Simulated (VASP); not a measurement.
Input of a VASP 6.6.1 run:

INCAR

```
SYSTEM = CdSe
PREC = Accurate ; ENCUT = 520
EDIFF = 1E-6 ; ISMEAR = 0
SIGMA = 0.05 ; LREAL = .False.
LASPH = .True. ; NELM = 80
ALGO = Normal ; ISIF = 2
LWAVE = .False. ; LCHARG = .False.
GGA = PS ; NBANDS = 16
```

Contents of KPOINTS:

```
regular mesh
0
Gamma
  10 10 10
  0 0 0
```

Contents of POSCAR:

```
CdSe
1.0
    0.0000000000      3.2748225686      3.2748225686
    3.2748225686      0.0000000000      3.2748225686
    3.0268093394      3.0268093394      0.2480132292
Cd Se
1 1
Direct
    0.0000000000      0.0000000000      0.0000000000
    0.7500000000      0.7500000000      0.7500000000
```

Potentials or basis: VASP PAW PBE potentials, release 64 (Cd, Se).

The run is started by

```console
$ cat potpaw_PBE.64/Cd/POTCAR potpaw_PBE.64/Se/POTCAR > POTCAR
$ mpirun -np 1 vasp_std > vasp.out
```

Estimate the band gap on the k mesh.

0.48 eV (least direct gap 0.54 eV).

Estimate the largest force.

0.819 eV/Å.

Predict the pressure.

-2.8 GPa.

Forces in eV/Å, atoms in the order of the input:
```
Cd  -0.473 -0.473  0.473
Se   0.473  0.473 -0.473
```

Caveat: the PAW data sets were made with another functional, which shifts forces and pressure a little. A k mesh can miss the band edges.
